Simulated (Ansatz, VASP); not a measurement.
# One calculation of Hg, two programs

```
Hg
1.0
    -2.92975    2.92975    1.57255
     2.92975   -2.92975    1.57255
     2.92975    2.92975   -1.57255
Hg
2
Direct
  0.75000 0.25000 0.50000
  0.00000 0.00000 0.00000
```

Alike in both runs: task relaxation of cell and atoms; functional PBEsol; k mesh 16 × 16 × 16; occupations gaussian, width 0.1 eV; no spin polarisation.

```csv
,VASP,Ansatz
version,VASP 6.6.1,Ansatz 0.2.0
potentials or method,"VASP PAW PBE potentials, release 64 (Hg_sv_GW), cutoff 500 eV","scalar-relativistic, plane waves, PAW"
valence electrons in the cell,40,40
```

VASP gave:

| Quantity | Value |
| --- | --- |
| gap on the k mesh at the Fermi level, each at its own relaxed structure (eV) | none |
| relaxed volume (Å³/atom) | 24.60 |
| relaxed length of the cell vector where the two differ most in proportion (Å) | 4.312 |

Question: What did Ansatz give for the same quantities?

Answer: gap on the k mesh at the Fermi level, each at its own relaxed structure (eV): none; relaxed volume (Å³/atom): 24.89; relaxed length of the cell vector where the two differ most in proportion (Å): 4.330.

VASP's potentials were made for PBE, not for PBEsol. A gap of «none» marks a metal or a gap that the smearing closes.

Neither program's run includes spin-orbit coupling.
